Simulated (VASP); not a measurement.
# Ti3Al (P-6m2) in VASP: notebook

Runs on Ti3Al. Level: r2SCAN. Tasks: single point.

Program: VASP 6.6.1. These are calculated values, not measurements. Logs are shortened: lines on timing, memory, paths and dates and some standing lists are left out, and cuts for length are marked.

### Step 1. The cell of the first run

It takes space group P-6m2 (No. 187, hexagonal). The conventional cell has a = 2.749 Å, b = 2.749 Å, c = 10.390 Å, α = 90.00°, β = 90.00°, γ = 120.00°. Within 3.6 Å of Ti (site symmetry -6m2) lie 12 Ti at 2.75 to 3.04 Å. Ti (site symmetry 3m) has 9 Ti at 2.75 to 3.04 Å and 3 Al at 3.05 Å within 3.6 Å. Within 3.6 Å of Al (site symmetry -6m2) lie 6 Al at 2.75 Å and 6 Ti at 3.05 Å.

### Step 2. Single point, r2SCAN

The input, POSCAR:

```
Ti3Al
1.0
    2.7491706682      0.0000000000      0.0000000000
   -1.3745853341      2.3808516380      0.0000000000
    0.0000000000      0.0000000000     10.3901779801
Ti Al
3 1
Direct
    0.6666666667      0.3333333333      0.0000000000
    0.3333333333      0.6666666667      0.7503852021
    0.3333333333      0.6666666667      0.2496147979
    0.6666666667      0.3333333333      0.5000000000
```

The input, INCAR.step1:

```
SYSTEM = Ti3Al
ALGO = Normal
EDIFF = 1E-4
ENCUT = 520
GGA = PE
ISMEAR = 0
LASPH = .TRUE.
LCHARG = .FALSE.
LREAL = .FALSE.
LWAVE = .TRUE.
NBANDS = 28
NELM = 80
PREC = Accurate
SIGMA = 0.15
```

The input, INCAR.step2:

```
SYSTEM = Ti3Al
ALGO = Normal
EDIFF = 1E-6
ENCUT = 520
ISIF = 2
ISMEAR = 0
ISTART = 1
LASPH = .TRUE.
LCHARG = .FALSE.
LMIXTAU = .TRUE.
LREAL = .FALSE.
LWAVE = .FALSE.
METAGGA = R2SCAN
NBANDS = 28
NELM = 80
PREC = Accurate
SIGMA = 0.15
```

The input, KPOINTS:

```
k-points
0
G
  24 24 6
  0 0 0
```

Potentials or basis: VASP PAW PBE potentials, release 64 (Ti_sv, Al).

On the command line:

```sh
> cat potpaw_PBE.64/Ti_sv/POTCAR potpaw_PBE.64/Al/POTCAR > POTCAR
> cp INCAR.step1 INCAR
> mpirun -np 1 vasp_std > vasp.out
> cp INCAR.step2 INCAR
> mpirun -np 1 vasp_std > vasp.out
```

OUTCAR:

```text
SYSTEM = Ti3Al
   EDIFF = 1E-6
   ENCUT = 520
   ISIF = 2
   ISMEAR = 0
   ISTART = 1
   LASPH = .TRUE.
   LREAL = .FALSE.
   METAGGA = R2SCAN
   NELM = 80
   PREC = Accurate

 ion  position               nearest neighbor table
   1  0.667  0.333  0.000-
   2  0.333  0.667  0.750-   4 3.05   4 3.05   4 3.05
   3  0.333  0.667  0.250-   4 3.05   4 3.05   4 3.05
   4  0.667  0.333  0.500-   2 3.05   3 3.05   2 3.05   3 3.05   2 3.05   3 3.05

  LATTYP: Found a hexagonal cell.
 ALAT       =     2.7491706682
 C/A-ratio  =     3.7793863074

  Lattice vectors:

 A1 = (   2.7491706682,   0.0000000000,   0.0000000000)
 A2 = (  -1.3745853341,   2.3808516380,   0.0000000000)
 A3 = (   0.0000000000,   0.0000000000,  10.3901779801)

Analysis of symmetry for initial positions (statically):
=====================================================================
 Subroutine PRICEL returns:
 Original cell was already a primitive cell.

 Routine SETGRP: Setting up the symmetry group for a
 hexagonal supercell.

 Subroutine GETGRP returns: Found 12 space group operations
 (whereof 12 operations were pure point group operations)
 out of a pool of 24 trial point group operations.

The static configuration has the point symmetry D_3h.

Analysis of symmetry for dynamics (positions and initial velocities):
=====================================================================
 Subroutine PRICEL returns:
 Original cell was already a primitive cell.

 Routine SETGRP: Setting up the symmetry group for a
 hexagonal supercell.

 Subroutine GETGRP returns: Found 12 space group operations
 (whereof 12 operations were pure point group operations)
 out of a pool of 24 trial point group operations.

The dynamic configuration has the point symmetry D_3h.

 Subroutine INISYM returns: Found 12 space group operations
 (whereof 12 operations are pure point group operations),
 and found     1 'primitive' translations

----------------------------------------------------------------------------------------

                                     Primitive cell

  volume of cell :      68.0075

  direct lattice vectors                    reciprocal lattice vectors
     2.749170668  0.000000000  0.000000000     0.363746060  0.210008886  0.000000000
    -1.374585334  2.380851638  0.000000000     0.000000000  0.420017772  0.000000000
     0.000000000  0.000000000 10.390177980     0.000000000  0.000000000  0.096244742

  length of vectors
     2.749170668  2.749170668 10.390177980     0.420017772  0.420017772  0.096244742

  position of ions in fractional coordinates (direct lattice)
     0.666666667  0.333333333  0.000000000
     0.333333333  0.666666667  0.750385202
     0.333333333  0.666666667  0.249614798
     0.666666667  0.333333333  0.500000000

  ion indices of the primitive-cell ions
   primitive index   ion index
                 1           1
                 2           2
                 3           3
                 4           4

----------------------------------------------------------------------------------------

 KPOINTS: k-points

Automatic generation of k-mesh.
 Grid dimensions read from file:
 generate k-points for:   24   24    6

 Generating k-lattice:

  Cartesian coordinates                     Fractional coordinates (reciprocal lattice)
     0.015156086  0.008750370  0.000000000     0.041666667  0.000000000  0.000000000
     0.000000000  0.017500740  0.000000000     0.000000000  0.041666667  0.000000000
     0.000000000  0.000000000  0.016040790     0.000000000  0.000000000  0.166666667

  Length of vectors
     0.017500740  0.017500740  0.016040790

  Shift w.r.t. Gamma in fractional coordinates (k-lattice)
     0.000000000  0.000000000  0.000000000

 Subroutine IBZKPT returns following result:
 ===========================================

 Found    244 irreducible k-points:

 Following reciprocal coordinates:
            Coordinates               Weight
  0.000000  0.000000  0.000000      1.000000
  0.041667 -0.000000  0.000000      6.000000
  0.083333 -0.000000  0.000000      6.000000
  0.125000  0.000000  0.000000      6.000000
  0.166667 -0.000000  0.000000      6.000000
  0.208333 -0.000000  0.000000      6.000000
[... 16 lines left out ...]
  0.416667  0.041667  0.000000     12.000000
  0.458333  0.041667  0.000000     12.000000
 [... further k-points ...]
   k-points           NKPTS =    244   k-points in BZ     NKDIM =    244   number of bands    NBANDS=     28
   number of dos      NEDOS =    301   number of ions     NIONS =      4
   total plane-waves  NPLWV =  32000
   dimension x,y,z NGX =    20 NGY =   20 NGZ =   80
   dimension x,y,z NGXF=    40 NGYF=   40 NGZF=  160
   ions per type =               3   1
   NGX,Y,Z   is equivalent  to a cutoff of  12.09, 12.09, 12.80 a.u.
   NGXF,Y,Z  is equivalent  to a cutoff of  24.19, 24.19, 25.60 a.u.
 SYSTEM =  Ti3Al
   PREC   = accura    normal or accurate (medium, high low for compatibility)
   ISTART =      1    job   : 0-new  1-cont  2-samecut
   ICHARG =      0    charge: 1-file 2-atom 10-const
   ISPIN  =      1    spin polarized calculation?
   LNONCOLLINEAR =      F non collinear calculations
   LSORBIT =      F    spin-orbit coupling
   LASPH  =      T    aspherical Exc in radial PAW
   ENCUT  =  520.0 eV  38.22 Ry    6.18 a.u.   5.11  5.11 19.32*2*pi/ulx,y,z
   NELM   =     80;   NELMIN=  2; NELMDL=  0     # of ELM steps
   EDIFF  = 0.1E-05   stopping-criterion for ELM
   LREAL  =      F    real-space projection
   EDIFFG = 0.1E-04   stopping-criterion for IOM
   NSW    =      0    number of steps for IOM
   IBRION =     -1    ionic relax: 0-MD 1-quasi-New 2-CG
   NFREE  =      0    steps in history (QN), initial steepest desc. (CG)
   ISIF   =      2    stress and relaxation
   ISYM   =      2    0-nonsym 1-usesym 2-fastsym
   POTIM  = 0.5000    time-step for ionic-motion
   TEBEG  =    0.0;   TEEND  =   0.0 temperature during run
   PSTRESS=    0.0 pullay stress
   NELECT =      39.0000    total number of electrons
   NUPDOWN=      -1.0000    fix difference up-down
   EMIN   =  10.00;   EMAX   =-10.00  energy-range for DOS
   EFERMI =   0.00;   METHOD = LEGACY
   ISMEAR =     0;   SIGMA  =   0.15  broadening in eV -4-tet -1-fermi 0-gaus
   EFERMI_NEDOS =   21; number of points for ismear=-14 and -15
   IALGO  =     38    algorithm
   IMIX   =      4    mixing-type and parameters
     AMIX     =   0.40;   BMIX     =  1.00
     AMIX_MAG =   1.60;   BMIX_MAG =  1.00
  volume/ion in A,a.u.               =      17.00       114.73
  Fermi-wavevector in a.u.,A,eV,Ry     =   1.360120  2.570255 25.169792  1.849928
  Thomas-Fermi vector in A             =   2.486810
   LORBIT       =      0    0 simple, 1 ext, 2 COOP (PROOUT), +10 PAW based schemes
   METAGGA = R2SCAN    functional components
   LHFCALC =     F    Hartree Fock is set to
   AEXX    =    0.0000 exact exchange contribution
   IVDW    =     0    specifies the selected vdW correction
   LEPSILON=     F    determine dielectric tensor
   LRPA    =     F    only Hartree local field effects (RPA)
 non-spin polarized calculation
 Gauss-broadening in eV      SIGMA  =   0.15
  energy-cutoff  :      520.00
  volume of cell :       68.01
 maximum number of plane-waves:      1851
   NGX = 11   NGY = 11   NGZ = 39

 number of electron      39.0000003 magnetization

 Free energy of the ion-electron system (eV)
  ---------------------------------------------------
  ext. energy  EPLUGINS =         0.00000000
  ---------------------------------------------------
  free energy    TOTEN  =       -45.49238420 eV

  energy without entropy =      -45.43792031  energy(sigma->0) =      -45.46515225

 E-fermi :   8.1822     XC(G=0): -12.0580

 val. band max:        8.1819261753   @ k =   0.2917   0.1250   0.3333
 cond. band min:       8.1825371824   @ k =   0.1250   0.0417   0.3333
 fundamental gap:      0.0006110071
 Fermi energy:         8.1821889059

 k-point     1 :       0.0000    0.0000    0.0000
  band No.  band energies     occupation
      1     -50.8058      2.00000
      2     -50.7958      2.00000
      3     -50.7231      2.00000
      4     -26.1814      2.00000
      5     -26.0455      2.00000
      6     -25.7999      2.00000
[... 20 lines left out ...]
     27      11.2570      0.00000
     28      11.2997      0.00000

 k-point     2 :       0.0417   -0.0000    0.0000
  band No.  band energies     occupation
      1     -50.8029      2.00000
      2     -50.7931      2.00000
      3     -50.7205      2.00000
      4     -26.1777      2.00000
      5     -26.0433      2.00000
      6     -25.7992      2.00000
[... 20 lines left out ...]
     27      11.2035      0.00000
     28      11.2327      0.00000

 k-point     3 :       0.0833   -0.0000    0.0000
  band No.  band energies     occupation
      1     -50.7945      2.00000
      2     -50.7851      2.00000
      3     -50.7129      2.00000
      4     -26.1668      2.00000
      5     -26.0370      2.00000
      6     -25.7975      2.00000
[... 20 lines left out ...]
     27      11.0593      0.00000
     28      11.1650      0.00000

 k-point     4 :       0.1250    0.0000    0.0000
  band No.  band energies     occupation
      1     -50.7811      2.00000
      2     -50.7723      2.00000
      3     -50.7009      2.00000
      4     -26.1492      2.00000
      5     -26.0274      2.00000
      6     -25.7964      2.00000
[... 578 lines left out ...]
     27      11.5370      0.00000
     28      11.5486      0.00000

 k-point    23 :       0.4167    0.0417    0.0000
  band No.  band energies     occupation
      1     -50.6403      2.00000
      2     -50.6388      2.00000
      3     -50.5756      2.00000
      4     -26.3537      2.00000
      5     -26.3515      2.00000
      6     -26.3015      2.00000
[... 20 lines left out ...]
     27      11.5426      0.00000
     28      11.9677      0.00000

 k-point    24 :       0.4583    0.0417    0.0000
  band No.  band energies     occupation
      1     -50.6345      2.00000
      2     -50.6333      2.00000
      3     -50.5704      2.00000
      4     -26.3821      2.00000
      5     -26.3790      2.00000
      6     -26.3282      2.00000
[... 20 lines left out ...]
     27      11.5402      0.00000
     28      12.3304      0.00000

 [... further k-points ...]

------------------------ aborting loop because EDIFF is reached ----------------------------------------

  FORCE on cell =-STRESS in cart. coord.  units (eV):
  Direction    XX          YY          ZZ          XY          YZ          ZX
  --------------------------------------------------------------------------------------
  -------------------------------------------------------------------------------------
  Total        3.4197228      3.4197228     -6.2082409      0.0000000      0.0000000     -0.0000000
  in kB       80.5646381     80.5646381   -146.2588385      0.0000000      0.0000000     -0.0000000
  external PRESSURE =       4.9568126 kB  Pullay stress =       0.0000000 kB

 VOLUME and BASIS-vectors are now :
 -----------------------------------------------------------------------------
  energy-cutoff  :      520.00
  volume of cell :       68.01
      direct lattice vectors                 reciprocal lattice vectors
     2.749170668  0.000000000  0.000000000     0.363746060  0.210008886  0.000000000
    -1.374585334  2.380851638  0.000000000     0.000000000  0.420017772  0.000000000
     0.000000000  0.000000000 10.390177980     0.000000000  0.000000000  0.096244742

 POSITION                                       TOTAL-FORCE (eV/Angst)
 -----------------------------------------------------------------------------------
      1.37459      0.79362      0.00000         0.000000     -0.000000      0.000000
     -0.00000      1.58723      7.79664         0.000000     -0.000000     -0.537219
     -0.00000      1.58723      2.59354        -0.000000     -0.000000      0.537219
      1.37459      0.79362      5.19509        -0.000000      0.000000      0.000000
 -----------------------------------------------------------------------------------
    total drift:                                0.000002     -0.000001     -0.000000

  FREE ENERGIE OF THE ION-ELECTRON SYSTEM (eV)
  ---------------------------------------------------
  free  energy   TOTEN  =       -45.4923842011 eV

  energy  without entropy=      -45.4379203066  energy(sigma->0) =      -45.46515225
```

Wall time 16 min (1 thread of AMD EPYC 9R45 (Zen 5), shared host); peak memory 0.43 GiB.

Results:

| Property | Result |
| --- | --- |
| Free energy | -45.4924 eV |
| Pressure | 0.5 GPa |
| Largest force | 0.537 eV/Å |
| Band gap on the k mesh | zero (an odd number of electrons rules out a gap without spin polarisation) |

Forces in eV/Å, atoms in the order of the input:
```
Ti   0.000  0.000  0.000
Ti   0.000  0.000 -0.537
Ti   0.000  0.000  0.537
Al   0.000  0.000  0.000
```

Caveat: the PAW data sets were made with another functional, which shifts forces and pressure a little.

### Step 3. Single point, r2SCAN

This run uses another cell than the first one, of the same volume but with other edges.

The input, POSCAR:

```
Ti3Al
1.0
    3.0037665352      0.0000000000      0.0000000000
   -1.5018832676      2.6013381265      0.0000000000
    0.0000000000      0.0000000000      8.7035021539
Ti Al
3 1
Direct
    0.6666666667      0.3333333333      0.0000000000
    0.3333333333      0.6666666667      0.7503852021
    0.3333333333      0.6666666667      0.2496147979
    0.6666666667      0.3333333333      0.5000000000
```

The input, INCAR.step1:

```
SYSTEM = Ti3Al
PREC = Accurate
ENCUT = 520
ISMEAR = 0
SIGMA = 0.15
LREAL = .False.
LASPH = .True.
NELM = 80
NBANDS = 28
GGA = PE
ALGO = Normal
EDIFF = 1E-4
LWAVE = .True.
LCHARG = .False.
```

The input, INCAR.step2:

```
SYSTEM = Ti3Al
PREC = Accurate
ENCUT = 520
EDIFF = 1E-6
ISMEAR = 0
SIGMA = 0.15
LREAL = .False.
LASPH = .True.
NELM = 80
ALGO = Normal
ISIF = 2
LWAVE = .False.
LCHARG = .False.
METAGGA = R2SCAN
LMIXTAU = .True.
NBANDS = 28
ISTART = 1
```

The input, KPOINTS:

```
regular mesh
0
Gamma
  24 24 6
  0 0 0
```

Potentials or basis: VASP PAW PBE potentials, release 64 (Ti_sv, Al).

On the command line:

```sh
> cat potpaw_PBE.64/Ti_sv/POTCAR potpaw_PBE.64/Al/POTCAR > POTCAR
> cp INCAR.step1 INCAR
> mpirun -np 1 vasp_std > vasp.out
> cp INCAR.step2 INCAR
> mpirun -np 1 vasp_std > vasp.out
```

Run time: 37 min. Hardware: 1 thread of Intel Xeon 8259CL, shared host; peak memory 0.49 GiB.

It converged, with:

```yaml
Free_energy: -46.0025 eV
Pressure: 1.1 GPa
Largest_force: 0.088 eV/Å
Band_gap_on_the_k_mesh: zero (an odd number of electrons rules out a gap without spin polarisation)
```

Forces in eV/Å, atoms in the order of the input:
```
Ti   0.000  0.000  0.000
Ti   0.000  0.000  0.088
Ti   0.000  0.000 -0.088
Al   0.000  0.000  0.000
```

Stress tensor (GPa, compression positive):
```
-3.65  0.00  0.00
 0.00 -3.65  0.00
 0.00  0.00 10.68
```

Levels at points of the mesh, in eV from the Fermi level:
```tsv
k point	band 18	band 19	band 20	band 21	band 22	band 23
(0.00, 0.00, 0.00)	0.72	0.72	0.81	0.81	1.00	1.28
(0.50, 0.00, 0.00)	-1.05	-0.70	-0.51	0.70	1.08	1.36
(0.00, 0.00, 0.50)	0.73	0.73	0.80	0.80	0.91	1.33
(0.50, 0.00, 0.50)	-1.24	-0.83	-0.41	0.64	1.19	1.42
```

Caveat: the PAW data sets were made with another functional, which shifts forces and pressure a little.
